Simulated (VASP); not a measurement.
# SiC (P6_3mc) in VASP: further runs

The runs below take SiC through single point, relaxation of cell and atoms, with LDA.

Everything below comes from runs of VASP 6.6.1. Logs are shortened: lines on timing, memory, paths and dates and some standing lists are left out, and cuts for length are marked.

## (1) The cell of the first run

The structure is hexagonal, space group P6_3mc (No. 186). Conventional cell: a = 3.059 Å, b = 3.059 Å, c = 15.011 Å, α = 90.00°, β = 90.00°, γ = 120.00°. Within 2.5 Å of Si (site symmetry 3m) lie 4 C at 1.87 to 1.88 Å. Si (site symmetry 3m) has 4 C at 1.87 to 1.88 Å within 2.5 Å. Si (site symmetry 3m) has 4 C at 1.87 to 1.88 Å within 2.5 Å. C (site symmetry 3m) has 4 Si at 1.87 to 1.88 Å within 2.5 Å. Within 2.5 Å of C (site symmetry 3m) lie 4 Si at 1.87 to 1.88 Å. C (site symmetry 3m) has 4 Si at 1.87 to 1.88 Å within 2.5 Å.

## (2) Single point, LDA

Contents of INCAR:

```
SYSTEM = SiC
PREC = Accurate
ENCUT = 520
EDIFF = 1E-6
ISMEAR = 0
SIGMA = 0.02
LREAL = .False.
LASPH = .True.
NELM = 60
ALGO = Normal
ISIF = 2
LWAVE = .False.
LCHARG = .True.
LELF = .True.
LVHAR = .True.
NBANDS = 36
```

Contents of KPOINTS:

```
regular mesh
0
Gamma
  12 12 2
  0 0 0
```

Contents of POSCAR:

```
SiC
1.0
    3.0592568362      0.0000000000      0.0000000000
   -1.5296284181      2.6493941368      0.0000000000
    0.0000000000      0.0000000000     15.0107899412
Si C
6 6
Direct
    0.0000000000      0.0000000000      0.1250400073
    0.0000000000      0.0000000000      0.6250400073
    0.3333333333      0.6666666667      0.2918185187
    0.6666666667      0.3333333333      0.7918185187
    0.3333333333      0.6666666667      0.9583077631
    0.6666666667      0.3333333333      0.4583077631
    0.0000000000      0.0000000000     -0.0003134746
    0.0000000000      0.0000000000      0.4996865254
    0.3333333333      0.6666666667      0.1668276939
    0.6666666667      0.3333333333      0.6668276939
    0.3333333333      0.6666666667      0.8333194914
    0.6666666667      0.3333333333      0.3333194914
```

Potentials or basis: VASP PAW LDA potentials, release 64 (Si, C).

Started as:

```
$ cat potpaw_LDA.64/Si/POTCAR potpaw_LDA.64/C/POTCAR > POTCAR
$ mpirun -np 1 vasp_std > vasp.out
```

OUTCAR:

```text
SYSTEM = SiC
   PREC = Accurate
   ENCUT = 520
   EDIFF = 1E-6
   ISMEAR = 0
   LREAL = .False.
   LASPH = .True.
   NELM = 60
   ISIF = 2

 ion  position               nearest neighbor table
   1  0.000  0.000  0.125-   9 1.87   9 1.87   9 1.87   7 1.88   5 3.06   5 3.06   5 3.06   3 3.06
                             3 3.06   3 3.06
   2  0.000  0.000  0.625-  10 1.87  10 1.87  10 1.87   8 1.88   6 3.06   6 3.06   6 3.06   4 3.06
                             4 3.06   4 3.06
   3  0.333  0.667  0.292-  12 1.87  12 1.87  12 1.87   9 1.88   6 3.06   6 3.06   6 3.06   1 3.06
                             1 3.06   1 3.06
   4  0.667  0.333  0.792-  11 1.87  11 1.87  11 1.87  10 1.88   5 3.06   5 3.06   5 3.06   2 3.06
                             2 3.06   2 3.06
   5  0.333  0.667  0.958-   7 1.87   7 1.87   7 1.87  11 1.88   4 3.06   4 3.06   4 3.06   1 3.06
                             1 3.06   1 3.06
   6  0.667  0.333  0.458-   8 1.87   8 1.87   8 1.87  12 1.88   3 3.06   3 3.06   3 3.06   2 3.06
                             2 3.06   2 3.06
   7  0.000  0.000  1.000-   5 1.87   5 1.87   5 1.87   1 1.88
   8  0.000  0.000  0.500-   6 1.87   6 1.87   6 1.87   2 1.88
   9  0.333  0.667  0.167-   1 1.87   1 1.87   1 1.87   3 1.88
  10  0.667  0.333  0.667-   2 1.87   2 1.87   2 1.87   4 1.88
  11  0.333  0.667  0.833-   4 1.87   4 1.87   4 1.87   5 1.88
  12  0.667  0.333  0.333-   3 1.87   3 1.87   3 1.87   6 1.88

  LATTYP: Found a hexagonal cell.
 ALAT       =     3.0592568362
 C/A-ratio  =     4.9066785644

  Lattice vectors:

 A1 = (   3.0592568362,   0.0000000000,   0.0000000000)
 A2 = (  -1.5296284181,   2.6493941368,   0.0000000000)
 A3 = (   0.0000000000,   0.0000000000,  15.0107899412)

Analysis of symmetry for initial positions (statically):
=====================================================================
 Subroutine PRICEL returns:
 Original cell was already a primitive cell.

 Routine SETGRP: Setting up the symmetry group for a
 hexagonal supercell.

 Subroutine GETGRP returns: Found 12 space group operations
 (whereof  6 operations were pure point group operations)
 out of a pool of 24 trial point group operations.

The static configuration has the point symmetry C_3v.
 The point group associated with its full space group is C_6v.

Analysis of symmetry for dynamics (positions and initial velocities):
=====================================================================
 Subroutine PRICEL returns:
 Original cell was already a primitive cell.

 Routine SETGRP: Setting up the symmetry group for a
 hexagonal supercell.

 Subroutine GETGRP returns: Found 12 space group operations
 (whereof  6 operations were pure point group operations)
 out of a pool of 24 trial point group operations.

The dynamic configuration has the point symmetry C_3v.
 The point group associated with its full space group is C_6v.

 Subroutine INISYM returns: Found 12 space group operations
 (whereof  6 operations are pure point group operations),
 and found     1 'primitive' translations

----------------------------------------------------------------------------------------

                                     Primitive cell

  volume of cell :     121.6651

  direct lattice vectors                    reciprocal lattice vectors
     3.059256836  0.000000000  0.000000000     0.326876772  0.188722392  0.000000000
    -1.529628418  2.649394137  0.000000000     0.000000000  0.377444785  0.000000000
     0.000000000  0.000000000 15.010789941     0.000000000  0.000000000  0.066618746

  length of vectors
     3.059256836  3.059256836 15.010789941     0.377444785  0.377444785  0.066618746

  position of ions in fractional coordinates (direct lattice)
     0.000000000  0.000000000  0.125040007
     0.000000000  0.000000000  0.625040007
     0.333333333  0.666666667  0.291818519
     0.666666667  0.333333333  0.791818519
     0.333333333  0.666666667  0.958307763
     0.666666667  0.333333333  0.458307763
     0.000000000  0.000000000  0.999686525
     0.000000000  0.000000000  0.499686525
     0.333333333  0.666666667  0.166827694
     0.666666667  0.333333333  0.666827694
     0.333333333  0.666666667  0.833319491
     0.666666667  0.333333333  0.333319491

  ion indices of the primitive-cell ions
   primitive index   ion index
                 1           1
                 2           2
                 3           3
                 4           4
                 5           5
                 6           6
                 7           7
                 8           8
                 9           9
                10          10
                11          11
                12          12

----------------------------------------------------------------------------------------

 KPOINTS: regular mesh

Automatic generation of k-mesh.
 Grid dimensions read from file:
 generate k-points for:   12   12    2

 Generating k-lattice:

  Cartesian coordinates                     Fractional coordinates (reciprocal lattice)
     0.027239731  0.015726866  0.000000000     0.083333333  0.000000000  0.000000000
     0.000000000  0.031453732  0.000000000     0.000000000  0.083333333  0.000000000
     0.000000000  0.000000000  0.033309373     0.000000000  0.000000000  0.500000000

  Length of vectors
     0.031453732  0.031453732  0.033309373

  Shift w.r.t. Gamma in fractional coordinates (k-lattice)
     0.000000000  0.000000000  0.000000000

 Subroutine IBZKPT returns following result:
 ===========================================

 Found     38 irreducible k-points:

 Following reciprocal coordinates:
            Coordinates               Weight
  0.000000  0.000000  0.000000      1.000000
  0.083333 -0.000000  0.000000      6.000000
  0.166667  0.000000  0.000000      6.000000
  0.250000  0.000000  0.000000      6.000000
  0.333333 -0.000000  0.000000      6.000000
  0.416667 -0.000000  0.000000      6.000000
[... 16 lines left out ...]
  0.250000  0.000000  0.500000      6.000000
  0.333333 -0.000000  0.500000      6.000000
 [... further k-points ...]
   k-points           NKPTS =     38   k-points in BZ     NKDIM =     38   number of bands    NBANDS=     36
   number of dos      NEDOS =    301   number of ions     NIONS =     12
   total plane-waves  NPLWV =  64512
   dimension x,y,z NGX =    24 NGY =   24 NGZ =  112
   dimension x,y,z NGXF=    48 NGYF=   48 NGZF=  224
   ions per type =               6   6
   NGX,Y,Z   is equivalent  to a cutoff of  13.04, 13.04, 12.40 a.u.
   NGXF,Y,Z  is equivalent  to a cutoff of  26.08, 26.08, 24.81 a.u.
 SYSTEM =  SiC
   PREC   = accura    normal or accurate (medium, high low for compatibility)
   ISTART =      0    job   : 0-new  1-cont  2-samecut
   ICHARG =      2    charge: 1-file 2-atom 10-const
   ISPIN  =      1    spin polarized calculation?
   LNONCOLLINEAR =      F non collinear calculations
   LSORBIT =      F    spin-orbit coupling
   LASPH  =      T    aspherical Exc in radial PAW
   ENCUT  =  520.0 eV  38.22 Ry    6.18 a.u.   5.69  5.69 27.91*2*pi/ulx,y,z
   NELM   =     60;   NELMIN=  2; NELMDL= -5     # of ELM steps
   EDIFF  = 0.1E-05   stopping-criterion for ELM
   LREAL  =      F    real-space projection
   EDIFFG = 0.1E-04   stopping-criterion for IOM
   NSW    =      0    number of steps for IOM
   IBRION =     -1    ionic relax: 0-MD 1-quasi-New 2-CG
   NFREE  =      0    steps in history (QN), initial steepest desc. (CG)
   ISIF   =      2    stress and relaxation
   ISYM   =      2    0-nonsym 1-usesym 2-fastsym
   POTIM  = 0.5000    time-step for ionic-motion
   TEBEG  =    0.0;   TEEND  =   0.0 temperature during run
   PSTRESS=    0.0 pullay stress
   NELECT =      48.0000    total number of electrons
   NUPDOWN=      -1.0000    fix difference up-down
   EMIN   =  10.00;   EMAX   =-10.00  energy-range for DOS
   EFERMI =   0.00;   METHOD = LEGACY
   ISMEAR =     0;   SIGMA  =   0.02  broadening in eV -4-tet -1-fermi 0-gaus
   EFERMI_NEDOS =   21; number of points for ismear=-14 and -15
   IALGO  =     38    algorithm
   IMIX   =      4    mixing-type and parameters
     AMIX     =   0.40;   BMIX     =  1.00
     AMIX_MAG =   1.60;   BMIX_MAG =  1.00
  volume/ion in A,a.u.               =      10.14        68.42
  Fermi-wavevector in a.u.,A,eV,Ry     =   1.200696  2.268987 19.615138  1.441672
  Thomas-Fermi vector in A             =   2.336525
   LORBIT       =      0    0 simple, 1 ext, 2 COOP (PROOUT), +10 PAW based schemes
   GGA     = CA    functional components
   LHFCALC =     F    Hartree Fock is set to
   AEXX    =    0.0000 exact exchange contribution
   IVDW    =     0    specifies the selected vdW correction
   LEPSILON=     F    determine dielectric tensor
   LRPA    =     F    only Hartree local field effects (RPA)
 non-spin polarized calculation
 Gauss-broadening in eV      SIGMA  =   0.02
  energy-cutoff  :      520.00
  volume of cell :      121.67
 maximum number of plane-waves:      3319
 NGX is ok and might be reduce to    24
   NGX = 11   NGY = 11   NGZ = 55

 number of electron      47.9999996 magnetization

 Free energy of the ion-electron system (eV)
  ---------------------------------------------------
  ext. energy  EPLUGINS =         0.00000000
  ---------------------------------------------------
  free energy    TOTEN  =       -99.86910741 eV

  energy without entropy =      -99.86910741  energy(sigma->0) =      -99.86910741

 E-fermi :   8.4571     XC(G=0): -11.6409

 val. band max:        8.3390713480   @ k =   0.0000   0.0000   0.0000
 cond. band min:      10.3049095669   @ k =   0.5000   0.0000   0.0000
 fundamental gap:      1.9658382189
 Fermi energy:         8.4570880897

 k-point     1 :       0.0000    0.0000    0.0000
  band No.  band energies     occupation
      1      -7.1884      2.00000
      2      -6.6563      2.00000
      3      -6.6206      2.00000
      4      -5.0879      2.00000
      5      -5.0597      2.00000
      6      -3.4939      2.00000
[... 28 lines left out ...]
     35      15.7341      0.00000
     36      15.8007      0.00000
[... 866 lines left out ...]
      6      -2.5366      2.00000
[... 28 lines left out ...]
     35      16.2466      0.00000
     36      16.2467      0.00000

 [... further k-points ...]

------------------------ aborting loop because EDIFF is reached ----------------------------------------

  FORCE on cell =-STRESS in cart. coord.  units (eV):
  Direction    XX          YY          ZZ          XY          YZ          ZX
  --------------------------------------------------------------------------------------
  -------------------------------------------------------------------------------------
  Total        0.3054174      0.3054174      0.3114396      0.0000000      0.0000000      0.0000000
  in kB        4.0219645      4.0219645      4.1012702      0.0000000      0.0000000      0.0000000
  external PRESSURE =       4.0483997 kB  Pullay stress =       0.0000000 kB

 VOLUME and BASIS-vectors are now :
 -----------------------------------------------------------------------------
  energy-cutoff  :      520.00
  volume of cell :      121.67
      direct lattice vectors                 reciprocal lattice vectors
     3.059256836  0.000000000  0.000000000     0.326876772  0.188722392  0.000000000
    -1.529628418  2.649394137  0.000000000     0.000000000  0.377444785  0.000000000
     0.000000000  0.000000000 15.010789941     0.000000000  0.000000000  0.066618746

 POSITION                                       TOTAL-FORCE (eV/Angst)
 -----------------------------------------------------------------------------------
      0.00000      0.00000      1.87695         0.000000     -0.000000      0.001048
      0.00000      0.00000      9.38234         0.000000      0.000000      0.001048
     -0.00000      1.76626      4.38043         0.000000      0.000000     -0.000234
      1.52963      0.88313     11.88582        -0.000000     -0.000000     -0.000234
     -0.00000      1.76626     14.38496         0.000000     -0.000000     -0.001055
      1.52963      0.88313      6.87956         0.000000      0.000000     -0.001055
      0.00000      0.00000     15.00608         0.000000     -0.000000      0.000046
      0.00000      0.00000      7.50069         0.000000      0.000000      0.000046
     -0.00000      1.76626      2.50422         0.000000     -0.000000      0.000411
      1.52963      0.88313     10.00961        -0.000000      0.000000      0.000411
     -0.00000      1.76626     12.50878        -0.000000     -0.000000     -0.000216
      1.52963      0.88313      5.00339         0.000000      0.000000     -0.000216
 -----------------------------------------------------------------------------------
    total drift:                               -0.000000     -0.000000      0.000421

  FREE ENERGIE OF THE ION-ELECTRON SYSTEM (eV)
  ---------------------------------------------------
  free  energy   TOTEN  =       -99.8691074065 eV

  energy  without entropy=      -99.8691074065  energy(sigma->0) =      -99.86910741
```

Wall time 2.8 min (1 thread of Oxide Virtual Turin-like, shared host); peak memory 0.23 GiB.

What came out:

```
Free energy            : -99.8691 eV
Pressure               : 0.4 GPa
Band gap on the k mesh : 1.97 eV (least direct gap 3.07 eV)
```

Levels at points of the mesh, in eV from the valence-band top:
| k point | band 20 | band 21 | band 22 | band 23 | band 24 | band 25 | band 26 | band 27 | band 28 | band 29 |
| --- | --- | --- | --- | --- | --- | --- | --- | --- | --- | --- |
| (0.00, 0.00, 0.00) | -0.30 | -0.30 | -0.04 | 0.00 | 0.00 | 5.31 | 5.48 | 5.90 | 6.41 | 6.58 |
| (0.50, 0.00, 0.00) | -2.28 | -1.83 | -1.80 | -1.69 | -1.11 | 1.97 | 2.16 | 3.16 | 3.86 | 4.54 |
| (0.00, 0.00, 0.50) | -0.64 | -0.10 | -0.10 | -0.10 | -0.10 | 5.38 | 5.38 | 6.13 | 6.13 | 6.90 |
| (0.50, 0.00, 0.50) | -2.38 | -1.73 | -1.73 | -1.32 | -1.32 | 2.01 | 2.01 | 3.38 | 3.38 | 4.82 |

A k mesh can miss the band edges.

[end of part 1 of 2]
